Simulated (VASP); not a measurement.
# Ni (Fm-3m) in VASP: a series of runs, part 2 of 2

VASP 6.6.1.

### Step 4. Single point, LDA, collinear spin, ferromagnetic start

INCAR reads:

```
SYSTEM = Ni
ALGO = Normal
EDIFF = 1E-7
ENCUT = 520
ISIF = 2
ISMEAR = 0
ISPIN = 2
LASPH = .True.
LCHARG = .False.
LMAXMIX = 4
LORBIT = 11
LREAL = .False.
LWAVE = .False.
MAGMOM = 0.375
NBANDS = 15
NELM = 150
NUPDOWN = 0.375
PREC = Accurate
SIGMA = 0.15
```

KPOINTS reads:

```
k-points
0
Gamma
  24 24 24
  0 0 0
```

POSCAR reads:

```
Ni
1.0
    0.0000000000      1.8091101921      1.8091101921
    1.8091101921      0.0000000000      1.8091101921
    1.8091101921      1.8091101921      0.0000000000
Ni
1
Direct
    0.0000000000      0.0000000000      0.0000000000
```

Potentials or basis: VASP PAW LDA potentials, release 64 (Ni).

Command:

```
cat potpaw_LDA.64/Ni/POTCAR > POTCAR
mpirun -np 1 vasp_std > vasp.out
```

OUTCAR:

```text
SYSTEM = Ni
   EDIFF = 1E-7
   ENCUT = 520
   ISIF = 2
   ISMEAR = 0
   ISPIN = 2
   LASPH = .True.
   LORBIT = 11
   LREAL = .False.
   NELM = 150
   NUPDOWN = 0.375
   PREC = Accurate

 ion  position               nearest neighbor table
   1  0.000  0.000  0.000-

  LATTYP: Found a face centered cubic cell.
 ALAT       =     3.6182203842

  Lattice vectors:

 A1 = (   0.0000000000,   1.8091101921,   1.8091101921)
 A2 = (   1.8091101921,   0.0000000000,   1.8091101921)
 A3 = (   1.8091101921,   1.8091101921,   0.0000000000)

Analysis of symmetry for initial positions (statically):
=====================================================================
 Subroutine PRICEL returns:
 Original cell was already a primitive cell.

 Routine SETGRP: Setting up the symmetry group for a
 face centered cubic supercell.

 Subroutine GETGRP returns: Found 48 space group operations
 (whereof 48 operations were pure point group operations)
 out of a pool of 48 trial point group operations.

The static configuration has the point symmetry O_h .

Analysis of symmetry for dynamics (positions and initial velocities):
=====================================================================
 Subroutine PRICEL returns:
 Original cell was already a primitive cell.

 Routine SETGRP: Setting up the symmetry group for a
 face centered cubic supercell.

 Subroutine GETGRP returns: Found 48 space group operations
 (whereof 48 operations were pure point group operations)
 out of a pool of 48 trial point group operations.

The dynamic configuration has the point symmetry O_h .

Analysis of structural, dynamic, and magnetic symmetry:
=====================================================================
 Subroutine PRICEL returns:
 Original cell was already a primitive cell.

 Routine SETGRP: Setting up the symmetry group for a
 face centered cubic supercell.

 Subroutine GETGRP returns: Found 48 space group operations
 (whereof 48 operations were pure point group operations)
 out of a pool of 48 trial point group operations.

[... 152 lines left out ...]
 fundamental gap:     -0.1856446820
 Fermi energy:         7.6343939471

 spin component 1

 k-point     1 :       0.0000    0.0000    0.0000
  band No.  band energies     occupation
      1      -0.5268      1.00000
      2       5.8609      1.00000
      3       5.8609      1.00000
      4       5.8609      1.00000
      5       6.8750      1.00000
      6       6.8750      1.00000
      7      30.9417      0.00000
      8      34.0409      0.00000
      9      34.0409      0.00000
     10      34.0409      0.00000
     11      36.8094      0.00000
     12      36.8094      0.00000
     13      36.8094      0.00000
     14      40.1137      0.00000
[... 403 lines left out ...]
      4       6.9060      1.00000
      5       7.4757      0.93264
      6       7.8714      0.01272
      7      13.8547      0.00000
      8      29.2612      0.00000
      9      30.2201      0.00000
     10      30.8372      0.00000
     11      34.7116      0.00000
     12      35.1051      0.00000
     13      39.9356      0.00000
     14      49.2359      0.00000
     15      51.5008      0.00000

 [... further k-points ...]

 spin component 2

 k-point     1 :       0.0000    0.0000    0.0000
  band No.  band energies     occupation
      1      -0.5157      1.00000
      2       6.2515      1.00000
      3       6.2515      1.00000
      4       6.2515      1.00000
      5       7.2282      1.00000
      6       7.2282      1.00000
      7      30.9117      0.00000
      8      34.0629      0.00000
      9      34.0629      0.00000
     10      34.0629      0.00000
     11      36.8962      0.00000
     12      36.8962      0.00000
     13      36.8962      0.00000
     14      40.0813      0.00000
[... 403 lines left out ...]
      4       7.0954      1.00000
      5       7.8841      0.28350
      6       8.1435      0.00127
      7      14.0512      0.00000
      8      29.2398      0.00000
      9      30.2826      0.00000
     10      30.8991      0.00000
     11      34.7636      0.00000
     12      35.1634      0.00000
     13      40.0232      0.00000
     14      49.3011      0.00000
     15      51.5521      0.00000

 [... further k-points ...]
[... 5 lines left out ...]
  --------------------------------------------------------------------------------------
  -------------------------------------------------------------------------------------
  Total       -2.0926815     -2.0926815     -2.0926815      0.0000000      0.0000000      0.0000000
  in kB     -283.1318129   -283.1318129   -283.1318129      0.0000000      0.0000000      0.0000000
  external PRESSURE =    -283.1318129 kB  Pullay stress =       0.0000000 kB

 VOLUME and BASIS-vectors are now :
 -----------------------------------------------------------------------------
  energy-cutoff  :      520.00
  volume of cell :       11.84
      direct lattice vectors                 reciprocal lattice vectors
     0.000000000  1.809110192  1.809110192    -0.276378964  0.276378964  0.276378964
     1.809110192  0.000000000  1.809110192     0.276378964 -0.276378964  0.276378964
     1.809110192  1.809110192  0.000000000     0.276378964  0.276378964 -0.276378964

 POSITION                                       TOTAL-FORCE (eV/Angst)
 -----------------------------------------------------------------------------------
      0.00000      0.00000      0.00000         0.000000      0.000000      0.000000
 -----------------------------------------------------------------------------------
    total drift:                                0.000000      0.000000      0.000000

  FREE ENERGIE OF THE ION-ELECTRON SYSTEM (eV)
  ---------------------------------------------------
  free  energy   TOTEN  =        -6.3853921248 eV

  energy  without entropy=       -6.3518607934  energy(sigma->0) =       -6.36862646

 total charge

# of ion       s       p       d       tot
------------------------------------------
    1        0.463   0.422   8.302   9.186

 magnetization (x)

# of ion       s       p       d       tot
------------------------------------------
    1       -0.005  -0.014   0.404   0.384
```

stdout:

```text
POSCAR found type information on POSCAR Ni
 POSCAR found :  1 types and       1 ions
 scaLAPACK will be used
 LDA part: xc-table for (Slater(with rela. corr.)+CA(PZ))
 , standard interpolation
 POSCAR, INCAR and KPOINTS ok, starting setup
 FFT: planning ... GRIDC
 FFT: planning ... GRID_SOFT
 FFT: planning ... GRID
 WAVECAR not read
 entering main loop
```

Wall time 64 s (1 thread of Intel Xeon Platinum 8488C (Sapphire Rapids), shared host); peak memory 0.21 GiB.

Results:

| Item | Value |
| --- | --- |
| Free energy | -6.3854 eV |
| Pressure | -28.3 GPa |
| Net moment | 0.37 μB per cell |
| Site moments | Ni +0.38 μB |
| Valence electrons inside the program's atomic spheres | Ni 9.19 |

Caveat: the total moment is fixed, so each spin has its own Fermi level.

### Step 5. The runs side by side

| fixed moment (μB) | pressure (GPa) | moment (μB) |
| --- | --- | --- |
| 0.625 | -27.7 | 0.62 |
| 0.875 | -26.5 | 0.87 |
| 0.375 | -28.3 | 0.37 |

Alike in all rows: task single point; level LDA; potentials or basis VASP PAW LDA potentials, release 64 (Ni); spin collinear, ferromagnetic start; cell as given; k mesh 24 × 24 × 24; cutoff (eV) 520; smearing gaussian 0.15 eV.

Caveats: the total moment is fixed, so each spin has its own Fermi level.

Total energies depend on the potentials used, so only differences within one code and one set of settings carry meaning.
